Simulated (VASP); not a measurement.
# AlH5 (F-43m) in VASP: notebook

The runs below take AlH5 through single point, relaxation of cell and atoms, with PBE.

All numbers are computed with VASP 6.6.1; they aren't measurements. Logs are shortened: lines on timing, memory, paths and dates and some standing lists are left out, and cuts for length are marked.

**1. The cell of the first run**

Symmetry: F-43m, No. 216, cubic system. The conventional cell has a = 4.941 Å, b = 4.941 Å, c = 4.941 Å, α = 90.00°, β = 90.00°, γ = 90.00°. Al (site symmetry -43m) has 16 H at 2.06 to 2.14 Å within 2.7 Å. H (site symmetry 3m) has 9 H at 1.66 to 2.04 Å and 3 Al at 2.06 Å within 2.2 Å. H (site symmetry -43m) has 12 H at 2.04 Å and 4 Al at 2.14 Å within 2.7 Å.

**2. Single point, PBE**

The input, INCAR:

```
SYSTEM = AlH5
ALGO = Normal
EDIFF = 1E-7
ENCUT = 520
GGA = PE
ISIF = 2
ISMEAR = 0
LASPH = .True.
LCHARG = .False.
LREAL = .False.
LWAVE = .False.
NBANDS = 13
NELM = 100
PREC = Accurate
SIGMA = 0.1
```

The input, KPOINTS:

```
k-points
0
Gamma
  6 6 6
  0 0 0
```

The input, POSCAR:

```
AlH5
1.0
    0.0000000000      2.4705178346      2.4705178346
    2.4705178346      0.0000000000      2.4705178346
    2.4705178346      2.4705178346      0.0000000000
Al H
1 5
Direct
    0.0000000000      0.0000000000      0.0000000000
    0.3814729593      0.3814729593      0.8555811221
    0.3814729593      0.8555811221      0.3814729593
    0.8555811221      0.3814729593      0.3814729593
    0.3814729593      0.3814729593      0.3814729593
    0.7500000000      0.7500000000      0.7500000000
```

Potentials or basis: VASP PAW PBE potentials, release 64 (Al, H).

Started as:

```
> cat potpaw_PBE.64/Al/POTCAR potpaw_PBE.64/H/POTCAR > POTCAR
> mpirun -np 1 vasp_std > vasp.out
```

OUTCAR:

```text
SYSTEM = AlH5
   EDIFF = 1E-7
   ENCUT = 520
   GGA = PE
   ISIF = 2
   ISMEAR = 0
   LASPH = .True.
   LREAL = .False.
   NELM = 100
   PREC = Accurate

 ion  position               nearest neighbor table
   1  0.000  0.000  0.000-   2 2.06   3 2.06   4 2.06   5 2.06   5 2.06   5 2.06   2 2.06   4 2.06
                             4 2.06   2 2.06   3 2.06   3 2.06
   2  0.381  0.381  0.856-   1 2.06   1 2.06   1 2.06
   3  0.381  0.856  0.381-   1 2.06   1 2.06   1 2.06
   4  0.856  0.381  0.381-   1 2.06   1 2.06   1 2.06
   5  0.381  0.381  0.381-   1 2.06   1 2.06   1 2.06
   6  0.750  0.750  0.750-

  LATTYP: Found a face centered cubic cell.
 ALAT       =     4.9410356692

  Lattice vectors:

 A1 = (   0.0000000000,   2.4705178346,   2.4705178346)
 A2 = (   2.4705178346,   0.0000000000,   2.4705178346)
 A3 = (   2.4705178346,   2.4705178346,   0.0000000000)

Analysis of symmetry for initial positions (statically):
=====================================================================
 Subroutine PRICEL returns:
 Original cell was already a primitive cell.

 Routine SETGRP: Setting up the symmetry group for a
 face centered cubic supercell.

 Subroutine GETGRP returns: Found 24 space group operations
 (whereof 24 operations were pure point group operations)
 out of a pool of 48 trial point group operations.

The static configuration has the point symmetry T_d .

Analysis of symmetry for dynamics (positions and initial velocities):
=====================================================================
 Subroutine PRICEL returns:
 Original cell was already a primitive cell.

 Routine SETGRP: Setting up the symmetry group for a
 face centered cubic supercell.

 Subroutine GETGRP returns: Found 24 space group operations
 (whereof 24 operations were pure point group operations)
 out of a pool of 48 trial point group operations.

The dynamic configuration has the point symmetry T_d .

 Subroutine INISYM returns: Found 24 space group operations
 (whereof 24 operations are pure point group operations),
 and found     1 'primitive' translations

----------------------------------------------------------------------------------------

                                     Primitive cell

  volume of cell :      30.1574

  direct lattice vectors                    reciprocal lattice vectors
     0.000000000  2.470517835  2.470517835    -0.202386719  0.202386719  0.202386719
[... 100 lines left out ...]
   ISMEAR =     0;   SIGMA  =   0.10  broadening in eV -4-tet -1-fermi 0-gaus
   EFERMI_NEDOS =   21; number of points for ismear=-14 and -15
   IALGO  =     38    algorithm
   IMIX   =      4    mixing-type and parameters
     AMIX     =   0.40;   BMIX     =  1.00
     AMIX_MAG =   1.60;   BMIX_MAG =  1.00
  volume/ion in A,a.u.               =       5.03        33.92
  Fermi-wavevector in a.u.,A,eV,Ry     =   1.051898  1.987798 15.054693  1.106489
  Thomas-Fermi vector in A             =   2.186959
   LORBIT       =      0    0 simple, 1 ext, 2 COOP (PROOUT), +10 PAW based schemes
   GGA     = PE    functional components
   LHFCALC =     F    Hartree Fock is set to
   AEXX    =    0.0000 exact exchange contribution
   IVDW    =     0    specifies the selected vdW correction
   LEPSILON=     F    determine dielectric tensor
   LRPA    =     F    only Hartree local field effects (RPA)
 non-spin polarized calculation
 Gauss-broadening in eV      SIGMA  =   0.10
  energy-cutoff  :      520.00
  volume of cell :       30.16
 maximum number of plane-waves:       869
 NGX is ok and might be reduce to    28
   NGX = 13   NGY = 13   NGZ = 13

 number of electron       8.0000000 magnetization

 Free energy of the ion-electron system (eV)
  ---------------------------------------------------
  ext. energy  EPLUGINS =         0.00000000
  ---------------------------------------------------
  free energy    TOTEN  =       -15.45937856 eV

  energy without entropy =      -15.44623547  energy(sigma->0) =      -15.45280702

 E-fermi :   5.4856     XC(G=0): -10.7245

 val. band max:        5.4630101471   @ k =  -0.3333   0.1667   0.0000
 cond. band min:       5.5080787241   @ k =   0.5000   0.1667   0.0000
 fundamental gap:      0.0450685770
 Fermi energy:         5.4855561272

 k-point     1 :       0.0000    0.0000    0.0000
  band No.  band energies     occupation
      1      -8.4373      2.00000
      2       5.8673      0.00000
      3       6.5827      0.00000
      4       6.5827      0.00000
      5       6.5827      0.00000
      6      11.2973      0.00000
      7      11.2973      0.00000
      8      11.2973      0.00000
      9      12.7312      0.00000
     10      15.4645      0.00000
     11      15.4645      0.00000
     12      15.4645      0.00000
     13      16.4985      0.00000
[... 226 lines left out ...]
  band No.  band energies     occupation
      1      -2.2818      2.00000
      2      -2.2729      2.00000
      3      -0.2865      2.00000
      4       1.3041      2.00000
      5       6.4516      0.00000
      6       8.4086      0.00000
      7      13.5188      0.00000
      8      14.0592      0.00000
      9      18.7637      0.00000
     10      21.1711      0.00000
     11      21.8907      0.00000
     12      22.6617      0.00000
     13      23.6761      0.00000

------------------------ aborting loop because EDIFF is reached ----------------------------------------

  FORCE on cell =-STRESS in cart. coord.  units (eV):
  Direction    XX          YY          ZZ          XY          YZ          ZX
  --------------------------------------------------------------------------------------
  -------------------------------------------------------------------------------------
  Total       -0.1042758     -0.1042758     -0.1042758     -0.0000000      0.0000000     -0.0000000
  in kB       -5.5398746     -5.5398746     -5.5398746     -0.0000000      0.0000000     -0.0000000
  external PRESSURE =      -5.5398746 kB  Pullay stress =       0.0000000 kB

 VOLUME and BASIS-vectors are now :
 -----------------------------------------------------------------------------
  energy-cutoff  :      520.00
  volume of cell :       30.16
      direct lattice vectors                 reciprocal lattice vectors
     0.000000000  2.470517835  2.470517835    -0.202386719  0.202386719  0.202386719
     2.470517835  0.000000000  2.470517835     0.202386719 -0.202386719  0.202386719
     2.470517835  2.470517835  0.000000000     0.202386719  0.202386719 -0.202386719

 POSITION                                       TOTAL-FORCE (eV/Angst)
 -----------------------------------------------------------------------------------
      0.00000      0.00000      0.00000        -0.000000     -0.000000     -0.000000
      3.05616      3.05616      1.88487         0.013054      0.013054     -0.013054
      3.05616      1.88487      3.05616         0.013054     -0.013054      0.013054
      1.88487      3.05616      3.05616        -0.013054      0.013054      0.013054
      1.88487      1.88487      1.88487        -0.013054     -0.013054     -0.013054
      3.70578      3.70578      3.70578        -0.000000     -0.000000     -0.000000
 -----------------------------------------------------------------------------------
    total drift:                               -0.000000     -0.000000     -0.000000

  FREE ENERGIE OF THE ION-ELECTRON SYSTEM (eV)
  ---------------------------------------------------
  free  energy   TOTEN  =       -15.4593785569 eV

  energy  without entropy=      -15.4462354747  energy(sigma->0) =      -15.45280702
```

It took 10 s on 1 thread of Intel Xeon Platinum 8259CL at 2.50GHz (Skylake/Cascade Lake), shared host; peak memory 0.15 GiB.

What came out:

| Quantity | Value |
| --- | --- |
| Free energy | -15.4594 eV |
| Pressure | -0.6 GPa |
| Largest force | 0.023 eV/Å |
| Band gap on the k mesh | zero (band 4 reaches 6.58 eV, above the bottom of band 5 at 3.23 eV) |

Forces in eV/Å, atoms in the order of the input:
```
Al   0.000  0.000  0.000
H    0.013  0.013 -0.013
H    0.013 -0.013  0.013
H   -0.013  0.013  0.013
H   -0.013 -0.013 -0.013
H    0.000  0.000  0.000
```

Caveat: the k points lie up to 0.37 Å⁻¹ apart.

**3. Relaxation of cell and atoms, PBE**

This run uses another cell than the first one, of 8.81 Å³/atom, 1.752 times its volume.

The input, INCAR:

```
PREC = Accurate
ENCUT = 600
EDIFF = 1E-6
ISMEAR = 0
SIGMA = 0.1
LREAL = F
LASPH = T
NELM = 100
ALGO = Normal
ISIF = 3
LWAVE = F
LCHARG = F
GGA = PE
IBRION = 2
NSW = 90
EDIFFG = -0.04
```

The input, KPOINTS:

```
Automatic mesh
0
Gamma
  6 6 6
```

The input, POSCAR:

```
AlH5
1.0
    0.0000000000      2.9781783100      2.9781783100
    2.9781783100      0.0000000000      2.9781783100
    2.9781783100      2.9781783100      0.0000000000
Al H
1 5
Direct
    0.0000000000      0.0000000000      0.0000000000
    0.3750000000      0.3750000000      0.8750000000
    0.3750000000      0.8750000000      0.3750000000
    0.8750000000      0.3750000000      0.3750000000
    0.3750000000      0.3750000000      0.3750000000
    0.7500000000      0.7500000000      0.7500000000
```

Potentials or basis: VASP PAW PBE potentials, release 64 (Al, H).

Started as:

```
> cat potpaw_PBE.64/Al/POTCAR potpaw_PBE.64/H/POTCAR > POTCAR
> mpirun -np 1 vasp_std > vasp.out
```

OUTCAR:

```text
PREC = Accurate
   ENCUT = 600
   EDIFF = 1E-6
   ISMEAR = 0
   LREAL = F
   LASPH = T
   NELM = 100
   ISIF = 3
   GGA = PE
   IBRION = 2
   NSW = 90
   EDIFFG = -0.04

 ion  position               nearest neighbor table
   1  0.000  0.000  0.000-
   2  0.375  0.375  0.875-
   3  0.375  0.875  0.375-
   4  0.875  0.375  0.375-
   5  0.375  0.375  0.375-
   6  0.750  0.750  0.750-

  LATTYP: Found a face centered cubic cell.
 ALAT       =     5.9563566200

  Lattice vectors:

 A1 = (   0.0000000000,   2.9781783100,   2.9781783100)
 A2 = (   2.9781783100,   0.0000000000,   2.9781783100)
 A3 = (   2.9781783100,   2.9781783100,   0.0000000000)

Analysis of symmetry for initial positions (statically):
=====================================================================
 Subroutine PRICEL returns:
 Original cell was already a primitive cell.

 Routine SETGRP: Setting up the symmetry group for a
 face centered cubic supercell.

 Subroutine GETGRP returns: Found 24 space group operations
 (whereof 24 operations were pure point group operations)
 out of a pool of 48 trial point group operations.

The static configuration has the point symmetry T_d .

Analysis of symmetry for dynamics (positions and initial velocities):
=====================================================================
 Subroutine PRICEL returns:
 Original cell was already a primitive cell.

[... 196 lines left out ...]
 number of electron       8.0000000 magnetization

 E-fermi :   2.0527     XC(G=0):  -9.3331

 val. band max:        1.9150877679   @ k =   0.3333   0.3333   0.0000
 cond. band min:       2.0632252071   @ k =   0.1667   0.1667   0.0000
 fundamental gap:      0.1481374392
 Fermi energy:         2.0527486692

 k-point     1 :       0.0000    0.0000    0.0000
  band No.  band energies     occupation
      1      -8.1793      2.00000
      2       2.3239      0.00013
      3       2.8908      0.00000
      4       2.8908      0.00000
      5       2.8908      0.00000
      6       6.8283      0.00000
      7       6.8283      0.00000
      8       6.8394      0.00000
[... 236 lines left out ...]
  FREE ENERGIE OF THE ION-ELECTRON SYSTEM (eV)
  ---------------------------------------------------
  free  energy   TOTEN  =       -15.2590506729 eV

  energy  without entropy=      -15.2511595295  energy(sigma->0) =      -15.25510510

[... ionic steps 4 to 7 ...]

--------------------------------------- Ionic step        8  -------------------------------------------

 number of electron       8.0000000 magnetization

------------------------ aborting loop because EDIFF is reached ----------------------------------------
[... 75 lines left out ...]
--------------------------------------- Ionic step       10  -------------------------------------------

 number of electron       8.0000000 magnetization

 Free energy of the ion-electron system (eV)
  ---------------------------------------------------
  ext. energy  EPLUGINS =         0.00000000
  ---------------------------------------------------
  free energy    TOTEN  =       -15.46305444 eV

  energy without entropy =      -15.45036324  energy(sigma->0) =      -15.45670884

 E-fermi :   5.5702     XC(G=0): -10.7588

 val. band max:        5.5424708214   @ k =  -0.3333   0.1667   0.0000
 cond. band min:       5.5956303277   @ k =   0.5000   0.1667   0.0000
 fundamental gap:      0.0531595063
 Fermi energy:         5.5701767271

 k-point     1 :       0.0000    0.0000    0.0000
  band No.  band energies     occupation
      1      -8.4415      2.00000
      2       5.9490      0.00000
      3       6.6760      0.00000
      4       6.6760      0.00000
      5       6.6760      0.00000
      6      11.4015      0.00000
      7      11.4015      0.00000
      8      11.4015      0.00000
[... 196 lines left out ...]
  FREE ENERGIE OF THE ION-ELECTRON SYSTEM (eV)
  ---------------------------------------------------
  free  energy   TOTEN  =       -15.4630544391 eV

  energy  without entropy=      -15.4503632369  energy(sigma->0) =      -15.45670884

 reached required accuracy - stopping structural energy minimisation
```

OSZICAR:

```text
N       E                     dE             d eps       ncg     rms          rms(c)
DAV:   1    -0.254050144580E+01   -0.25405E+01   -0.31616E+03   256   0.823E+02
DAV:   2    -0.133289942595E+02   -0.10788E+02   -0.10501E+02   368   0.673E+01
DAV:   3    -0.136127088883E+02   -0.28371E+00   -0.28051E+00   320   0.148E+01
[... 72 lines left out ...]
DAV:   1    -0.154618157414E+02   -0.32741E-02   -0.99488E-01   256   0.916E+00    0.164E-01
DAV:   2    -0.154632680387E+02   -0.14523E-02   -0.26660E-02   288   0.159E+00    0.816E-02
DAV:   3    -0.154630641980E+02    0.20384E-03   -0.62074E-04   328   0.171E-01    0.285E-02
DAV:   4    -0.154630543529E+02    0.98451E-05   -0.64105E-05   280   0.599E-02    0.748E-03
DAV:   5    -0.154630544391E+02   -0.86167E-07   -0.29457E-06   232   0.157E-02
  10 F= -.15463054E+02 E0= -.15456709E+02  d E =-.137566E-01
```

Run time: 61 s. Hardware: 1 thread of Intel Xeon Platinum 8259CL at 2.50GHz (Skylake/Cascade Lake), shared host; peak memory 0.21 GiB.

What came out:

```
Free energy                            : -15.4631 eV
Relaxed volume                         : 4.98 Å³/atom
Relaxed cell                           : a = 3.483 Å, b = 3.483 Å, c = 3.483 Å, α = 60.00°, β = 60.00°, γ = 60.00°
Space group after relaxing (to 0.05 Å) : F-43m (No. 216)
Energy gained by relaxing              : 360.7 meV/atom
Ionic steps                            : 10
Pressure after relaxing                : 0.6 GPa
Band gap on the k mesh                 : zero (band 4 reaches 6.68 eV, above the bottom of band 5 at 3.30 eV)
```

The path:
```csv
step,energy change (eV),largest force (eV/Å),pressure (GPa),volume (Å³)
1,0.0000,0.0208,-19.65,52.83
2,-0.9527,0.0047,-18.88,44.99
3,-1.9601,0.2109,17.39,26.20
4,-2.1189,0.0869,-5.21,32.01
5,-2.1499,0.1101,-0.76,30.39
6,-2.1503,0.1136,0.38,30.02
7,-2.1539,0.1139,0.41,30.00
8,-2.1624,0.0565,0.51,29.93
9,-2.1596,0.0633,0.80,29.81
10,-2.1641,0.0111,0.61,29.88
```

Final structure:
```
Al H
1.0
     0.00000    2.46289    2.46289
     2.46289    0.00000    2.46289
     2.46289    2.46289    0.00000
Al H
1 5
Direct
  0.00000 0.00000 0.00000
  0.38093 0.38093 0.85720
  0.38093 0.85720 0.38093
  0.85720 0.38093 0.38093
  0.38093 0.38093 0.38093
  0.75000 0.75000 0.75000
```

Caveat: the volume moved by over 15 % at a fixed basis, so the end points are rough.
